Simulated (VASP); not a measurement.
# Cu in VASP: a series of runs

Aim: see how the results for Cu move with the level of theory and the settings. Levels: PBEsol, PBE. Tasks: single point.

All numbers are computed with VASP 6.6.1; they aren't measurements. Logs are shortened: lines on timing, memory, paths and dates and some standing lists are left out, and cuts for length are marked.

### 1 The cell of the first run

The cell holds a slab with vacuum, 9 atoms: a = 2.520 Å, b = 2.520 Å, c = 30.253 Å, α = 90.00°, β = 90.00°, γ = 90.00°.

### 2 Single point, PBEsol

The input, INCAR:

```
  PREC = Accurate
  ENCUT = 520
  EDIFF = 1E-6
  ISMEAR = 1
  SIGMA = 0.1
  LREAL = F
  LASPH = T
  NELM = 60
  ALGO = Normal
  ISIF = 2
  LWAVE = F
  LCHARG = T
  LDIPOL = T
  IDIPOL = 3
  DIPOL = 0.5 0.5 0.500
  GGA = PS
  LELF = T
  LVHAR = T
  LVACPOTAV = T
  NBANDS = 60
```

The input, KPOINTS:

```
regular mesh
0
Gamma
  13 13 1
```

The input, POSCAR:

```
Cu
1.0
    2.5195283580      0.0000000000      0.0000000000
    0.0000000000      2.5195283580      0.0000000000
    0.0000000000      0.0000000000     30.2526047000
Cu
9
Direct
    0.0000000000      0.0000000000      0.2660837185
    0.5000000000      0.5000000000      0.3231168128
    0.0000000000      0.0000000000      0.3822232195
    0.5000000000      0.5000000000      0.4411024537
    0.0000000000      0.0000000000      0.4999999973
    0.5000000000      0.5000000000      0.5588975399
    0.0000000000      0.0000000000      0.6177767812
    0.5000000000      0.5000000000      0.6768831908
    0.0000000000      0.0000000000      0.7339162863
```

Potentials or basis: VASP PAW PBE potentials, release 64 (Cu).

Run with:

```sh
cat potpaw_PBE.64/Cu/POTCAR > POTCAR
mpirun -np 1 vasp_std > vasp.out
```

OUTCAR:

```text
PREC = Accurate
   ENCUT = 520
   EDIFF = 1E-6
   ISMEAR = 1
   LREAL = F
   LASPH = T
   NELM = 60
   ISIF = 2
   GGA = PS

 ion  position               nearest neighbor table
   1  0.000  0.000  0.266-   2 2.48   2 2.48   2 2.48   2 2.48
   2  0.500  0.500  0.323-   1 2.48   1 2.48   1 2.48   1 2.48   3 2.52   3 2.52   3 2.52   3 2.52

   3  0.000  0.000  0.382-   4 2.52   4 2.52   4 2.52   4 2.52   2 2.52   2 2.52   2 2.52   2 2.52

   4  0.500  0.500  0.441-   3 2.52   3 2.52   3 2.52   3 2.52   5 2.52   5 2.52   5 2.52   5 2.52

   5  0.000  0.000  0.500-   6 2.52   6 2.52   6 2.52   6 2.52   4 2.52   4 2.52   4 2.52   4 2.52

   6  0.500  0.500  0.559-   7 2.52   7 2.52   7 2.52   7 2.52   5 2.52   5 2.52   5 2.52   5 2.52

   7  0.000  0.000  0.618-   6 2.52   6 2.52   6 2.52   6 2.52   8 2.52   8 2.52   8 2.52   8 2.52

   8  0.500  0.500  0.677-   9 2.48   9 2.48   9 2.48   9 2.48   7 2.52   7 2.52   7 2.52   7 2.52

   9  0.000  0.000  0.734-   8 2.48   8 2.48   8 2.48   8 2.48

  LATTYP: Found a simple tetragonal cell.
 ALAT       =     2.5195283580
 C/A-ratio  =    12.0072491361

  Lattice vectors:

 A1 = (   2.5195283580,   0.0000000000,   0.0000000000)
 A2 = (   0.0000000000,   2.5195283580,   0.0000000000)
 A3 = (   0.0000000000,   0.0000000000,  30.2526047000)

Analysis of symmetry for initial positions (statically):
=====================================================================
 Subroutine PRICEL returns:
 Original cell was already a primitive cell.

 Routine SETGRP: Setting up the symmetry group for a
 simple tetragonal supercell.

 Subroutine GETGRP returns: Found 16 space group operations
 (whereof 16 operations were pure point group operations)
 out of a pool of 16 trial point group operations.

The static configuration has the point symmetry D_4h.

Analysis of symmetry for dynamics (positions and initial velocities):
=====================================================================
 Subroutine PRICEL returns:
 Original cell was already a primitive cell.

 Routine SETGRP: Setting up the symmetry group for a
 simple tetragonal supercell.

 Subroutine GETGRP returns: Found 16 space group operations
 (whereof 16 operations were pure point group operations)
 out of a pool of 16 trial point group operations.

The dynamic configuration has the point symmetry D_4h.

 Subroutine INISYM returns: Found 16 space group operations
 (whereof 16 operations are pure point group operations),
 and found     1 'primitive' translations

----------------------------------------------------------------------------------------

                                     Primitive cell

  volume of cell :     192.0442

  direct lattice vectors                    reciprocal lattice vectors
     2.519528358  0.000000000  0.000000000     0.396899680  0.000000000  0.000000000
     0.000000000  2.519528358  0.000000000     0.000000000  0.396899680  0.000000000
     0.000000000  0.000000000 30.252604700     0.000000000  0.000000000  0.033055005

  length of vectors
     2.519528358  2.519528358 30.252604700     0.396899680  0.396899680  0.033055005

  position of ions in fractional coordinates (direct lattice)
     0.000000000  0.000000000  0.266083718
     0.500000000  0.500000000  0.323116813
     0.000000000  0.000000000  0.382223219
     0.500000000  0.500000000  0.441102454
     0.000000000  0.000000000  0.499999997
     0.500000000  0.500000000  0.558897540
     0.000000000  0.000000000  0.617776781
     0.500000000  0.500000000  0.676883191
     0.000000000  0.000000000  0.733916286

  ion indices of the primitive-cell ions
   primitive index   ion index
                 1           1
                 2           2
                 3           3
                 4           4
                 5           5
                 6           6
                 7           7
                 8           8
                 9           9

----------------------------------------------------------------------------------------

 KPOINTS: regular mesh

Automatic generation of k-mesh.
 Grid dimensions read from file:
 generate k-points for:   13   13    1

 Generating k-lattice:

  Cartesian coordinates                     Fractional coordinates (reciprocal lattice)
     0.030530745  0.000000000  0.000000000     0.076923077  0.000000000  0.000000000
     0.000000000  0.030530745  0.000000000     0.000000000  0.076923077  0.000000000
     0.000000000  0.000000000  0.033055005     0.000000000  0.000000000  1.000000000

  Length of vectors
     0.030530745  0.030530745  0.033055005

  Shift w.r.t. Gamma in fractional coordinates (k-lattice)
     0.000000000  0.000000000  0.000000000

 Subroutine IBZKPT returns following result:
 ===========================================

 Found     28 irreducible k-points:

 Following reciprocal coordinates:
            Coordinates               Weight
  0.000000  0.000000  0.000000      1.000000
  0.076923  0.000000  0.000000      4.000000
  0.153846  0.000000  0.000000      4.000000
  0.230769  0.000000  0.000000      4.000000
  0.307692  0.000000  0.000000      4.000000
  0.384615  0.000000  0.000000      4.000000
[... 16 lines left out ...]
  0.307692  0.307692  0.000000      4.000000
  0.384615  0.307692  0.000000      8.000000
 [... further k-points ...]
   k-points           NKPTS =     28   k-points in BZ     NKDIM =     28   number of bands    NBANDS=     60
   number of dos      NEDOS =    301   number of ions     NIONS =      9
   total plane-waves  NPLWV =  96000
   dimension x,y,z NGX =    20 NGY =   20 NGZ =  240
   dimension x,y,z NGXF=    40 NGYF=   40 NGZF=  480
   ions per type =               9
   NGX,Y,Z   is equivalent  to a cutoff of  13.20, 13.20, 13.19 a.u.
   NGXF,Y,Z  is equivalent  to a cutoff of  26.39, 26.39, 26.38 a.u.
 SYSTEM =  unknown system
   PREC   = accura    normal or accurate (medium, high low for compatibility)
   ISTART =      0    job   : 0-new  1-cont  2-samecut
   ICHARG =      2    charge: 1-file 2-atom 10-const
   ISPIN  =      1    spin polarized calculation?
   LNONCOLLINEAR =      F non collinear calculations
   LSORBIT =      F    spin-orbit coupling
   LASPH  =      T    aspherical Exc in radial PAW
   ENCUT  =  520.0 eV  38.22 Ry    6.18 a.u.   4.68  4.68 56.25*2*pi/ulx,y,z
   NELM   =     60;   NELMIN=  2; NELMDL= -5     # of ELM steps
   EDIFF  = 0.1E-05   stopping-criterion for ELM
   LREAL  =      F    real-space projection
   EDIFFG = 0.1E-04   stopping-criterion for IOM
   NSW    =      0    number of steps for IOM
   IBRION =     -1    ionic relax: 0-MD 1-quasi-New 2-CG
   NFREE  =      0    steps in history (QN), initial steepest desc. (CG)
   ISIF   =      2    stress and relaxation
   ISYM   =      2    0-nonsym 1-usesym 2-fastsym
   POTIM  = 0.5000    time-step for ionic-motion
   TEBEG  =    0.0;   TEEND  =   0.0 temperature during run
   PSTRESS=    0.0 pullay stress
   NELECT =      99.0000    total number of electrons
   NUPDOWN=      -1.0000    fix difference up-down
   EMIN   =  10.00;   EMAX   =-10.00  energy-range for DOS
   EFERMI =   0.00;   METHOD = LEGACY
   ISMEAR =     1;   SIGMA  =   0.10  broadening in eV -4-tet -1-fermi 0-gaus
   EFERMI_NEDOS =   21; number of points for ismear=-14 and -15
   IALGO  =     38    algorithm
   IMIX   =      4    mixing-type and parameters
     AMIX     =   0.40;   BMIX     =  1.00
     AMIX_MAG =   1.60;   BMIX_MAG =  1.00
  volume/ion in A,a.u.               =      21.34       144.00
  Fermi-wavevector in a.u.,A,eV,Ry     =   1.312662  2.480571 23.443936  1.723081
  Thomas-Fermi vector in A             =   2.443038
   LORBIT       =      0    0 simple, 1 ext, 2 COOP (PROOUT), +10 PAW based schemes
   GGA     = PS    functional components
   LHFCALC =     F    Hartree Fock is set to
   AEXX    =    0.0000 exact exchange contribution
   IVDW    =     0    specifies the selected vdW correction
   LEPSILON=     F    determine dielectric tensor
   LRPA    =     F    only Hartree local field effects (RPA)
 non-spin polarized calculation
 Methfessel and Paxton  Order N= 1 SIGMA  =   0.10
  energy-cutoff  :      520.00
  volume of cell :      192.04
 maximum number of plane-waves:      5237
 NGX is ok and might be reduce to    20
   NGX =  9   NGY =  9   NGZ =113

 dipolmoment           0.000000      0.000000     -0.000000 electrons x Angstroem

 number of electron      99.0000001 magnetization

 dipolmoment           0.000000      0.000000      0.000000 electrons x Angstroem

 Free energy of the ion-electron system (eV)
  ---------------------------------------------------
  ext. energy  EPLUGINS =         0.00000000
  ---------------------------------------------------
  free energy    TOTEN  =       -37.36494330 eV

  energy without entropy =      -37.36465882  energy(sigma->0) =      -37.36484847

 E-fermi :   2.0407     XC(G=0):  -7.5884

 val. band max:        1.9975077721   @ k =   0.4615   0.3077   0.0000
 cond. band min:       2.0495734149   @ k =   0.3846   0.3846   0.0000
 fundamental gap:      0.0520656428
 Fermi energy:         2.0407242193

 k-point     1 :       0.0000    0.0000    0.0000
  band No.  band energies     occupation
      1      -7.5239      2.00000
      2      -7.1149      2.00000
      3      -6.4583      2.00000
      4      -5.5697      2.00000
      5      -4.5386      2.00000
      6      -3.6305      2.00000
[... 52 lines left out ...]
     59       8.8956      0.00000
     60       9.8486      0.00000

 k-point     2 :       0.0769    0.0000    0.0000
  band No.  band energies     occupation
      1      -7.3765      2.00000
      2      -6.9702      2.00000
      3      -6.3186      2.00000
      4      -5.4379      2.00000
      5      -4.4188      2.00000
      6      -3.5259      2.00000
[... 1375 lines left out ...]
     59       9.4362      0.00000
     60      10.3003      0.00000

 k-point    24 :       0.3846    0.3077    0.0000
  band No.  band energies     occupation
      1      -3.2422      2.00000
      2      -2.9982      2.00000
      3      -2.6655      2.00000
      4      -2.5345      2.00000
      5      -2.3931      2.00000
      6      -2.3295      2.00000
[... 52 lines left out ...]
     59       9.4296      0.00000
     60      10.2729      0.00000

 [... further k-points ...]

------------------------ aborting loop because EDIFF is reached ----------------------------------------

  FORCE on cell =-STRESS in cart. coord.  units (eV):
  Direction    XX          YY          ZZ          XY          YZ          ZX
  --------------------------------------------------------------------------------------
  -------------------------------------------------------------------------------------
  Total       -0.7978155     -0.7978155      0.4160111      0.0000000      0.0000000     -0.0000000
  in kB       -6.6559761     -6.6559761      3.4706773      0.0000000      0.0000000     -0.0000000
  external PRESSURE =      -3.2804249 kB  Pullay stress =       0.0000000 kB

 VOLUME and BASIS-vectors are now :
 -----------------------------------------------------------------------------
  energy-cutoff  :      520.00
  volume of cell :      192.04
      direct lattice vectors                 reciprocal lattice vectors
     2.519528358  0.000000000  0.000000000     0.396899680  0.000000000  0.000000000
     0.000000000  2.519528358  0.000000000     0.000000000  0.396899680  0.000000000
     0.000000000  0.000000000 30.252604700     0.000000000  0.000000000  0.033055005

 POSITION                                       TOTAL-FORCE (eV/Angst)
 -----------------------------------------------------------------------------------
      0.00000      0.00000      8.04973         0.000000      0.000000     -0.036611
      1.25976      1.25976      9.77513        -0.000000      0.000000      0.003240
      0.00000      0.00000     11.56325        -0.000000      0.000000      0.000132
      1.25976      1.25976     13.34450        -0.000000      0.000000      0.002353
      0.00000      0.00000     15.12630        -0.000000      0.000000      0.000000
      1.25976      1.25976     16.90811        -0.000000      0.000000     -0.002353
      0.00000      0.00000     18.68936         0.000000      0.000000     -0.000132
      1.25976      1.25976     20.47748        -0.000000      0.000000     -0.003240
      0.00000      0.00000     22.20288        -0.000000      0.000000      0.036611
 -----------------------------------------------------------------------------------
    total drift:                               -0.000000      0.000000      0.000006

  FREE ENERGIE OF THE ION-ELECTRON SYSTEM (eV)
  ---------------------------------------------------
  free  energy   TOTEN  =       -37.3649432989 eV

  energy  without entropy=      -37.3646588208  energy(sigma->0) =      -37.36484847

 vacuum level on the upper side and lower side of the slab         6.689         6.689
```

It took 12 min on 1 thread of Intel Xeon 8259CL, shared host; peak memory 0.42 GiB.

What came out:

* Free energy: -37.3649 eV
* Largest force: 0.037 eV/Å
* Band gap on the k mesh: zero (an odd number of electrons rules out a gap without spin polarisation)

Forces in eV/Å, atoms in the order of the input:
```
Cu   0.000  0.000 -0.037
Cu   0.000  0.000  0.003
Cu   0.000  0.000  0.000
Cu   0.000  0.000  0.002
Cu   0.000  0.000  0.000
Cu   0.000  0.000 -0.002
Cu   0.000  0.000  0.000
Cu   0.000  0.000 -0.003
Cu   0.000  0.000  0.037
```

Caveat: the PAW data sets were made with another functional, which shifts forces and pressure a little.

### 3 Single point, PBE

This run uses another cell than the first one.

The input, INCAR:

```
SYSTEM = Cu
PREC = Accurate ; ENCUT = 520
EDIFF = 1E-6 ; ISMEAR = 1
SIGMA = 0.1 ; LREAL = .FALSE.
LASPH = .TRUE. ; NELM = 80
ALGO = Normal ; ISIF = 2
LWAVE = .FALSE. ; LCHARG = .TRUE.
LDIPOL = .TRUE. ; IDIPOL = 3
DIPOL = 0.5 0.5 0.500 ; GGA = PE
LELF = .TRUE. ; LVHAR = .TRUE.
LVACPOTAV = .TRUE. ; NBANDS = 60
```

The input, KPOINTS:

```
regular mesh
0
G
  13 13 1
  0 0 0
```

The input, POSCAR:

```
Cu
1.0
    2.5659781470      0.0000000000      0.0000000000
    0.0000000000      2.5659781470      0.0000000000
    0.0000000000      0.0000000000     30.5153643840
Cu
9
Direct
    0.0000000000      0.0000000000      0.2638426828
    0.5000000000      0.5000000000      0.3212954674
    0.0000000000      0.0000000000      0.3810342188
    0.5000000000      0.5000000000      0.4405051236
    0.0000000000      0.0000000000      0.5000001801
    0.5000000000      0.5000000000      0.5594951817
    0.0000000000      0.0000000000      0.6189659248
    0.5000000000      0.5000000000      0.6787044010
    0.0000000000      0.0000000000      0.7361568199
```

Potentials or basis: VASP PAW PBE potentials, release 64 (Cu).

Run with:

```sh
cat potpaw_PBE.64/Cu/POTCAR > POTCAR
mpirun -np 1 vasp_std > vasp.out
```

It took 12 min on 1 thread of Intel Xeon 8259CL, shared host; peak memory 0.43 GiB.

Results (log left out):

```
Free energy            : -32.3692 eV
Largest force          : 0.043 eV/Å
Band gap on the k mesh : zero (an odd number of electrons rules out a gap without spin polarisation)
```

Forces in eV/Å, atoms in the order of the input:
```
Cu   0.000  0.000 -0.043
Cu   0.000  0.000  0.015
Cu   0.000  0.000 -0.002
Cu   0.000  0.000  0.003
Cu   0.000  0.000  0.000
Cu   0.000  0.000 -0.003
Cu   0.000  0.000  0.002
Cu   0.000  0.000 -0.015
Cu   0.000  0.000  0.043
```

Levels at points of the mesh, in eV from the Fermi level:
```
           k point  band 48  band 49  band 50  band 51  band 52  band 53
(0.00, 0.00, 0.00)    -1.49    -1.45    -1.45    -1.44    -1.43    -0.43
```

The gap in the log of VASP goes by the Fermi energy; the results here count the filled bands.